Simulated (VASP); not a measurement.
# Ge (Fd-3m) in VASP: a series of runs, part 2 of 2

VASP 6.6.1.

## 4. Single point, LDA

This run uses another cell than the first one, of the same volume but with other edges.

INCAR reads:

```
PREC = Accurate ; ENCUT = 520
EDIFF = 1E-6 ; ISMEAR = 0
SIGMA = 0.1 ; LREAL = False
LASPH = True ; NELM = 100
ALGO = Normal ; ISIF = 2
LWAVE = False ; LCHARG = False
ISYM = 0 ; NBANDS = 21
```

KPOINTS reads:

```
Automatic mesh
0
Gamma
  9 6 17
```

POSCAR reads:

```
Ge
1.0
    3.9749643253      0.0000000000      0.0000000000
    0.0000000000      5.6214484588      0.0000000000
   -1.9874821627     -2.8107242294      1.9874821627
Ge
2
Direct
    0.0000000000      0.0000000000      0.0000000000
    0.5000000000      0.7500000000      0.0000000000
```

Potentials or basis: VASP PAW LDA potentials, release 64 (Ge_d).

Command:

```bash
> cat potpaw_LDA.64/Ge_d/POTCAR > POTCAR
> mpirun -np 1 vasp_std > vasp.out
```

OUTCAR:

```text
PREC = Accurate
   ENCUT = 520
   EDIFF = 1E-6
   ISMEAR = 0
   LREAL = False
   LASPH = True
   NELM = 100
   ISIF = 2
   ISYM = 0

 ion  position               nearest neighbor table
   1  0.000  0.000  0.000-   2 2.43   2 2.43   2 2.43   2 2.43
   2  0.500  0.750  0.000-   1 2.43   1 2.43   1 2.43   1 2.43

IMPORTANT INFORMATION: All symmetrisations will be switched off!
NOSYMM: (Re-)initialisation of all symmetry stuff for point group C_1.

----------------------------------------------------------------------------------------

                                     Primitive cell

  volume of cell :      44.4104

  direct lattice vectors                    reciprocal lattice vectors
     3.974964325  0.000000000  0.000000000     0.251574585  0.000000000  0.251574585
     0.000000000  5.621448459  0.000000000     0.000000000  0.177890095  0.251574585
    -1.987482163 -2.810724229  1.987482163     0.000000000  0.000000000  0.503149170

  length of vectors
     3.974964325  5.621448459  3.974964325     0.355780190  0.308114683  0.503149170

  position of ions in fractional coordinates (direct lattice)
     0.000000000  0.000000000  0.000000000
     0.500000000  0.750000000  0.000000000

  ion indices of the primitive-cell ions
   primitive index   ion index
                 1           1
                 2           2

----------------------------------------------------------------------------------------

 KPOINTS: Automatic mesh

Automatic generation of k-mesh.
 Grid dimensions read from file:
 generate k-points for:    9    6   17

 Generating k-lattice:

  Cartesian coordinates                     Fractional coordinates (reciprocal lattice)
     0.027952732  0.000000000  0.027952732     0.111111111  0.000000000  0.000000000
     0.000000000  0.029648349  0.041929097     0.000000000  0.166666667 -0.000000000
     0.000000000  0.000000000  0.029597010     0.000000000  0.000000000  0.058823529

  Length of vectors
     0.039531132  0.051352447  0.029597010

  Shift w.r.t. Gamma in fractional coordinates (k-lattice)
     0.000000000  0.000000000  0.000000000

 -----------------------------------------------------------------------------
|                                                                             |
|           W    W    AA    RRRRR   N    N  II  N    N   GGGG   !!!           |
|           W    W   A  A   R    R  NN   N  II  NN   N  G    G  !!!           |
|           W    W  A    A  R    R  N N  N  II  N N  N  G       !!!           |
|           W WW W  AAAAAA  RRRRR   N  N N  II  N  N N  G  GGG   !            |
|           WW  WW  A    A  R   R   N   NN  II  N   NN  G    G                |
|           W    W  A    A  R    R  N    N  II  N    N   GGGG   !!!           |
|                                                                             |
|     Your reciprocal lattice and k-lattice belong to different lattice       |
|     classes:                                                                |
|                                                                             |
|        The reciprocal lattice is body-centered cubic,                       |
|        whereas your k-lattice is triclinic.                                 |
|                                                                             |
|     Results are often still useful ...                                      |
|                                                                             |
 -----------------------------------------------------------------------------

 WARNING: IBZKPT: internal override: KBLOWUP is changed to .FALSE.
      ... skipping the blow-up phase ...

 Subroutine IBZKPT returns following result:
 ===========================================

 Found    460 irreducible k-points:

 Following reciprocal coordinates:
            Coordinates               Weight
  0.000000  0.000000  0.000000      1.000000
  0.111111  0.000000  0.000000      2.000000
  0.222222  0.000000  0.000000      2.000000
  0.333333  0.000000  0.000000      2.000000
  0.444444  0.000000  0.000000      2.000000
  0.000000  0.166667 -0.000000      2.000000
[... 16 lines left out ...]
 -0.111111  0.333333 -0.000000      2.000000
  0.000000  0.500000  0.000000      1.000000
 [... further k-points ...]
   k-points           NKPTS =    460   k-points in BZ     NKDIM =    460   number of bands    NBANDS=     21
   number of dos      NEDOS =    301   number of ions     NIONS =      2
   total plane-waves  NPLWV =  37800
   dimension x,y,z NGX =    30 NGY =   42 NGZ =   30
   dimension x,y,z NGXF=    60 NGYF=   84 NGZF=   60
   ions per type =               2
   NGX,Y,Z   is equivalent  to a cutoff of  12.55, 12.42, 12.55 a.u.
   NGXF,Y,Z  is equivalent  to a cutoff of  25.09, 24.84, 25.09 a.u.
 SYSTEM =  unknown system
   PREC   = accura    normal or accurate (medium, high low for compatibility)
   ISTART =      0    job   : 0-new  1-cont  2-samecut
   ICHARG =      2    charge: 1-file 2-atom 10-const
   ISPIN  =      1    spin polarized calculation?
   LNONCOLLINEAR =      F non collinear calculations
   LSORBIT =      F    spin-orbit coupling
   LASPH  =      T    aspherical Exc in radial PAW
   ENCUT  =  520.0 eV  38.22 Ry    6.18 a.u.   7.39 10.45  7.39*2*pi/ulx,y,z
   NELM   =    100;   NELMIN=  2; NELMDL= -5     # of ELM steps
   EDIFF  = 0.1E-05   stopping-criterion for ELM
   LREAL  =      F    real-space projection
   EDIFFG = 0.1E-04   stopping-criterion for IOM
   NSW    =      0    number of steps for IOM
   IBRION =     -1    ionic relax: 0-MD 1-quasi-New 2-CG
   NFREE  =      0    steps in history (QN), initial steepest desc. (CG)
   ISIF   =      2    stress and relaxation
   ISYM   =      0    0-nonsym 1-usesym 2-fastsym
   POTIM  = 0.5000    time-step for ionic-motion
   TEBEG  =    0.0;   TEEND  =   0.0 temperature during run
   PSTRESS=    0.0 pullay stress
   NELECT =      28.0000    total number of electrons
   NUPDOWN=      -1.0000    fix difference up-down
   EMIN   =  10.00;   EMAX   =-10.00  energy-range for DOS
   EFERMI =   0.00;   METHOD = LEGACY
   ISMEAR =     0;   SIGMA  =   0.10  broadening in eV -4-tet -1-fermi 0-gaus
   EFERMI_NEDOS =   21; number of points for ismear=-14 and -15
   IALGO  =     38    algorithm
   IMIX   =      4    mixing-type and parameters
     AMIX     =   0.40;   BMIX     =  1.00
     AMIX_MAG =   1.60;   BMIX_MAG =  1.00
  volume/ion in A,a.u.               =      22.21       149.85
  Fermi-wavevector in a.u.,A,eV,Ry     =   1.403781  2.652761 26.811645  1.970600
  Thomas-Fermi vector in A             =   2.526408
   LORBIT       =      0    0 simple, 1 ext, 2 COOP (PROOUT), +10 PAW based schemes
   GGA     = CA    functional components
   LHFCALC =     F    Hartree Fock is set to
   AEXX    =    0.0000 exact exchange contribution
   IVDW    =     0    specifies the selected vdW correction
   LEPSILON=     F    determine dielectric tensor
   LRPA    =     F    only Hartree local field effects (RPA)
 non-spin polarized calculation
 Gauss-broadening in eV      SIGMA  =   0.10
  energy-cutoff  :      520.00
  volume of cell :       44.41
 maximum number of plane-waves:      1243
 NGX is ok and might be reduce to    30

 number of electron      28.0000008 magnetization

 Free energy of the ion-electron system (eV)
  ---------------------------------------------------
  ext. energy  EPLUGINS =         0.00000000
  ---------------------------------------------------
  free energy    TOTEN  =       -10.39071806 eV

  energy without entropy =      -10.39044230  energy(sigma->0) =      -10.39058018

 E-fermi :   4.9679     XC(G=0): -10.3800

 val. band max:        4.9469412949   @ k =   0.0000   0.0000   0.0000
 cond. band min:       5.0392730852   @ k =   0.0000   0.5000   0.0000
 fundamental gap:      0.0923317903
 Fermi energy:         4.9679489249

 k-point     1 :       0.0000    0.0000    0.0000
  band No.  band energies     occupation
      1     -20.0545      2.00000
      2     -20.0541      2.00000
      3     -20.0541      2.00000
      4     -20.0162      2.00000
      5     -20.0158      2.00000
      6     -19.7949      2.00000
[... 550 lines left out ...]
      5     -19.9718      2.00000
      6     -19.8302      2.00000
[... 13 lines left out ...]
     20      16.0598      0.00000
     21      16.1906      0.00000

 [... further k-points ...]

------------------------ aborting loop because EDIFF is reached ----------------------------------------

  FORCE on cell =-STRESS in cart. coord.  units (eV):
  Direction    XX          YY          ZZ          XY          YZ          ZX
  --------------------------------------------------------------------------------------
  -------------------------------------------------------------------------------------
  Total        0.0644460      0.0508533      0.0572565     -0.0002020     -0.0010426      0.0003381
  in kB        2.3249951      1.8346140      2.0656201     -0.0072865     -0.0376118      0.0121983
  external PRESSURE =       2.0750764 kB  Pullay stress =       0.0000000 kB

 VOLUME and BASIS-vectors are now :
 -----------------------------------------------------------------------------
  energy-cutoff  :      520.00
  volume of cell :       44.41
      direct lattice vectors                 reciprocal lattice vectors
     3.974964325  0.000000000  0.000000000     0.251574585  0.000000000  0.251574585
     0.000000000  5.621448459  0.000000000     0.000000000  0.177890095  0.251574585
    -1.987482163 -2.810724229  1.987482163     0.000000000  0.000000000  0.503149170

 POSITION                                       TOTAL-FORCE (eV/Angst)
 -----------------------------------------------------------------------------------
      0.00000      0.00000      0.00000         0.000041     -0.002634     -0.001125
      1.98748      4.21609      0.00000        -0.000041      0.002634      0.001125
 -----------------------------------------------------------------------------------
    total drift:                               -0.000002     -0.000003     -0.000004

  FREE ENERGIE OF THE ION-ELECTRON SYSTEM (eV)
  ---------------------------------------------------
  free  energy   TOTEN  =       -10.3907180647 eV

  energy  without entropy=      -10.3904423016  energy(sigma->0) =      -10.39058018
```

Wall time 3.4 min (1 thread of Intel Xeon 6975P-C (Granite Rapids), shared host); peak memory 0.42 GiB.

What came out:

```
Free energy : -10.3907 eV
Pressure    : 0.2 GPa
```

## 5. Single point, LDA

This run uses another cell than the first one: it holds 4 atoms, not 2.

INCAR reads:

```
  PREC = Accurate
  ENCUT = 500
  EDIFF = 1E-6
  ISMEAR = 0
  SIGMA = 0.1
  LREAL = F
  LASPH = T
  NELM = 120
  ALGO = Normal
  ISIF = 2
  LWAVE = F
  LCHARG = F
  GGA = CA
  NBANDS = 36
  ISYM = 0
  GGA_COMPAT = F
```

KPOINTS reads:

```
regular mesh
0
Gamma
  5 4 27
```

POSCAR reads:

```
Ge
1.0
    6.8848401690      0.0000000000      0.0000000000
   -2.2949467230     10.2633137547      0.0000000000
    3.4424200845     -1.5394970632      1.2569940885
Ge
4
Direct
    0.5000000000      0.5000000000      0.0000000000
    0.0000000000      0.0000000000      0.0000000000
    0.6250000000      0.6250000000      0.5000000000
    0.1250000000      0.1250000000      0.5000000000
```

Command:

```bash
> cat potpaw_LDA.64/Ge_d/POTCAR > POTCAR
> mpirun -np 1 vasp_std > vasp.out
```

It took 27 min on 1 thread of Intel Xeon Platinum 8375C at 2.90GHz (Ice Lake), shared host; peak memory 0.68 GiB.

It converged, with:

```
Free energy : -20.7824 eV
Pressure    : 0.3 GPa
```

Levels at points of the mesh, in eV from the Fermi level:
| k point | band 24 | band 25 | band 26 | band 27 | band 28 | band 29 | band 30 | band 31 | band 32 | band 33 |
| --- | --- | --- | --- | --- | --- | --- | --- | --- | --- | --- |
| (0.00, 0.00, 0.00) | -1.48 | -1.48 | -0.05 | -0.05 | -0.05 | -0.01 | 0.08 | 2.49 | 2.49 | 2.49 |
| (0.00, 0.50, 0.00) | -4.84 | -0.95 | -0.95 | -0.95 | -0.95 | 0.58 | 0.58 | 3.58 | 3.58 | 3.58 |

## 6. The runs side by side

| cell | k mesh | cutoff (eV) | pressure (GPa) |
| --- | --- | --- | --- |
| a = 3.975 Å, angles 120.0, 120.0, 90.0°, 2 atoms, atomic positions A | 9 × 9 × 12 | 520 | 0.1 |
| a = 3.975 Å, angles 60.0°, 2 atoms, atomic positions B | 12 × 12 × 12 | 520 | 0.1 |
| a = 3.975, b = 5.621 Å, angles 135.0, 120.0, 90.0°, 2 atoms, atomic positions C | 9 × 6 × 17 | 520 | 0.2 |
| a = 6.885, b = 10.517, c = 3.975 Å, angles 124.5, 30.0, 102.6°, 4 atoms, atomic positions D | 5 × 4 × 27 | 500 | 0.3 |

Alike in all rows: task single point; level LDA; potentials or basis VASP PAW LDA potentials, release 64 (Ge_d); no spin polarisation; smearing gaussian 0.1 eV.

Absolute energies hang on the potentials; compare differences alone.
